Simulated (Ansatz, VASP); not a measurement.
**Au in VASP and in Ansatz**

```xyz
1
Lattice="2.8269 0.0000 0.0205 -1.4135 2.4483 0.0000 1.4310 0.8262 2.4366" Properties=species:S:1:pos:R:3 pbc="T T T"
Au    0.0000    0.0000    0.0000
```

Change from the starting cell: band edges of the strained film's bulk.

Alike in both runs: task single point; functional PBEsol; k mesh 12 × 12 × 14; occupations gaussian, width 0.1 eV; no spin polarisation.

```csv
,VASP,Ansatz
version,VASP 6.6.1,Ansatz 0.2.0
potentials or method,"VASP PAW PBE potentials, release 64 (Au), cutoff 500 eV","scalar-relativistic, plane waves, PAW"
valence electrons in the cell,11,19
```

```tsv
	VASP	Ansatz	Ansatz less VASP
gap on the k mesh at the Fermi level (eV)	none	none	-
pressure (GPa)	2.7	3.0	+0.31
traceless stress, the component that is largest in VASP (GPa)	-3.05	-3.04	+0.016
```

VASP's potentials were made for PBE, not for PBEsol. A gap of «none» marks a metal or a gap that the smearing closes. With one functional, cell and mesh, what is left measures potentials, basis and numerics. VASP's potentials hold 11 valence electrons a cell and Ansatz's 19, so a difference there can come from the potentials and not from the codes.

Neither program's run includes spin-orbit coupling.
